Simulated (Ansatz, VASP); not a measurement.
**Al32NiO48 in VASP and in Ansatz**

```
Al O Ni
1.0
     4.80788    2.77583    8.74841
    -4.80788    2.77583    8.74841
     0.00000   -5.55167    8.74841
Al O Ni
32 48 1
Direct
  0.32753 0.32576 0.33424
  0.42601 0.42780 0.43099
  0.06994 0.07050 0.07264
  0.16505 0.16144 0.18021
  0.32251 0.32148 0.82910
  0.44244 0.43852 0.91115
  0.07297 0.07324 0.57493
  0.17452 0.17597 0.67686
  0.32320 0.82103 0.32676
  0.42637 0.92404 0.42770
  0.07176 0.57691 0.07036
  0.17461 0.67921 0.17960
  0.32190 0.82750 0.82449
  0.42527 0.92644 0.92761
  0.07247 0.57324 0.57813
  0.17538 0.67664 0.67612
  0.81985 0.32484 0.32647
  0.92507 0.42595 0.42659
  0.57704 0.06927 0.07257
  0.67610 0.17463 0.17748
  0.82701 0.32366 0.82238
  0.92346 0.42579 0.92877
  0.57348 0.07333 0.57557
  0.67537 0.17525 0.67793
  0.82297 0.82285 0.32355
  0.92336 0.92376 0.42931
  0.57228 0.57432 0.07554
  0.67531 0.67591 0.17685
  0.82341 0.82358 0.82471
  0.92667 0.92648 0.92482
  0.57535 0.57590 0.57015
  0.67657 0.67799 0.67550
  0.21816 0.02366 0.37877
  0.47861 0.11727 0.28738
  0.01529 0.37794 0.22628
  0.38434 0.17432 0.02399
  0.12367 0.27950 0.47437
  0.28735 0.49204 0.12498
  0.22025 0.02865 0.87444
  0.47196 0.12461 0.77440
  0.02704 0.37453 0.72366
  0.37322 0.22263 0.53218
  0.12107 0.27568 0.97430
  0.27765 0.47063 0.62910
  0.22129 0.52997 0.38032
  0.47133 0.62449 0.28004
  0.02342 0.87456 0.22368
  0.37493 0.72540 0.02749
  0.12311 0.77694 0.47487
  0.26827 0.96094 0.13268
  0.22130 0.53158 0.87136
  0.47367 0.63330 0.77200
  0.02781 0.87446 0.72245
  0.37499 0.72076 0.52933
  0.12381 0.78029 0.97075
  0.27765 0.97218 0.62486
  0.72160 0.02694 0.37709
  0.96514 0.12389 0.28147
  0.53046 0.37296 0.22622
  0.87376 0.22118 0.02906
  0.62384 0.27855 0.47486
  0.77545 0.47226 0.12631
  0.72460 0.02706 0.87373
  0.97261 0.12465 0.77808
  0.52850 0.37509 0.72542
  0.87361 0.22116 0.53076
  0.63161 0.27649 0.96938
  0.77750 0.47217 0.62552
  0.71845 0.52859 0.37666
  0.97179 0.62378 0.27813
  0.52815 0.87198 0.22549
  0.87338 0.72235 0.02831
  0.62634 0.77693 0.47126
  0.77877 0.97061 0.12428
  0.71999 0.52872 0.87616
  0.96956 0.62407 0.78047
  0.52784 0.87583 0.72172
  0.87511 0.72061 0.52934
  0.62352 0.77941 0.97353
  0.77801 0.97071 0.62632
  0.29281 0.30103 0.14766
```

Alike in both runs: functional PBE; k mesh 1 × 1 × 1; occupations fermi-dirac, width 0.01 eV; no spin polarisation.

Ansatz relaxed the structure, and its values are those at the end. VASP's run is a single point on that final structure, the one shown.

|  | VASP | Ansatz |
| --- | --- | --- |
| version | VASP 6.6.1 | Ansatz 0.2.0 |
| potentials or method | VASP PAW PBE potentials, release 64 (Al, O, Ni), cutoff 520 eV | plane-wave PAW DFT |
| valence electrons in the cell | 394 | 402 |

Ansatz gave:

- rms of the force components (eV/Å): 0.003

**Question.** What did VASP give for the same quantities?

**Answer.** rms of the force components (eV/Å): 0.008.

With one functional, cell and mesh, what is left measures potentials, basis and numerics. VASP's potentials hold 394 valence electrons a cell and Ansatz's 402, so a difference there can come from the potentials and not from the codes.
